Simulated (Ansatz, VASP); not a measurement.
YS in VASP and in Ansatz

```xyz
2
Lattice="0.0000 2.7162 2.7437 2.7162 0.0000 2.7437 2.7162 2.7162 0.0000" Properties=species:S:1:pos:R:3 pbc="T T T"
Y     2.7162    2.7162    2.7437
S     0.0000    0.0000    0.0000
```

Change from the starting cell: equal xx and yy strain of -1 %.

Alike in both runs: task single point; functional LDA; k mesh 8 × 8 × 8; occupations fermi-dirac, width 0.01 eV; no spin polarisation.

|  | VASP | Ansatz |
| --- | --- | --- |
| version | VASP 6.6.1 | Ansatz 0.2.0 |
| potentials or method | VASP PAW LDA potentials, release 64 (Y_sv, S), cutoff 520 eV | all-electron LAPW, scalar-relativistic |

VASP gave:

| Item | Value |
| --- | --- |
| pressure (GPa) | -1.8 |
| traceless stress, the component that is largest in VASP (GPa) | -1.54 |

Question: What did Ansatz give for the same quantities?

Answer: Pressure (GPa): -1.8; traceless stress, the component that is largest in VASP (GPa): -1.53.

LDA's correlation is that of Perdew and Zunger in VASP and of Perdew and Wang (1992) in Ansatz. Ansatz ran all-electron here, and VASP with PAW potentials.
